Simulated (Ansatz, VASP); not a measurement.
## Ni: VASP beside Ansatz

INCAR

```
SYSTEM = Ni
ALGO = Normal
EDIFF = 1E-6
ENCUT = 520
GGA = PE
ISIF = 2
ISMEAR = 0
ISPIN = 2
LASPH = .TRUE.
LCHARG = .TRUE.
LELF = .TRUE.
LMAXMIX = 4
LORBIT = 11
LREAL = .FALSE.
LVHAR = .TRUE.
LWAVE = .FALSE.
MAGMOM = 0.76
NBANDS = 15
NELM = 150
PREC = Accurate
SIGMA = 0.05
```

The input KPOINTS:

```
k-points
0
G
  22 22 22
  0 0 0
```

File POSCAR:

```
Ni
1.0
    0.0000000000      1.7824610855      1.7824610855
    1.7824610855      0.0000000000      1.7824610855
    1.7824610855      1.7824610855      0.0000000000
Ni
1
Direct
    0.0000000000      0.0000000000      0.0000000000
```

Input for Ansatz:

```yaml
crystal:
  lattice:
    - [0.0, 1.7824610855, 1.7824610855]
    - [1.7824610855, 0.0, 1.7824610855]
    - [1.7824610855, 1.7824610855, 0.0]
  atoms:
    - { symbol: Ni, position: [0.0, 0.0, 0.0], spin: 0.76 }
basis:
  ecutwfc: 420
  ecutrho_ratio: 4
kpoints:
  mp_grid: { grid: [22, 22, 22] }
hamiltonian:
  xc: pbe
scf:
  occupations: { method: gaussian, width: 0.05 }
output:
  forces: true
  stress: true
  eigenvalues: true
  populations: true
magnetization:
  spin_polarized: true
```

Alike in both runs: task single point; functional PBE; k mesh 22 × 22 × 22; occupations gaussian, width 0.05 eV; collinear spin.

|  | VASP | Ansatz |
| --- | --- | --- |
| version | VASP 6.6.1 | Ansatz 0.2.0 |
| potentials or method | VASP PAW PBE potentials, release 64 (Ni), cutoff 520 eV | scalar-relativistic, plane waves, PAW |
| valence electrons in the cell | 10 | 18 |

```tsv
	VASP	Ansatz	Ansatz less VASP
gap on the k mesh at the Fermi level (eV)	none	none	-
pressure (GPa)	-7.1	-7.1	-0.08
net moment per atom (μB)	0.65	0.65	+0.004
size of the moment on the site where the two differ most (μB)	0.66	0.69	+0.029
```

Site moments also hang on the region over which each program counts them. A gap of «none» marks a metal or a gap that the smearing closes. The functional is the same, so the differences come from potentials, cutoffs and numerics. VASP's potentials hold 10 valence electrons a cell and Ansatz's 18, so a difference there can come from the potentials and not from the codes.
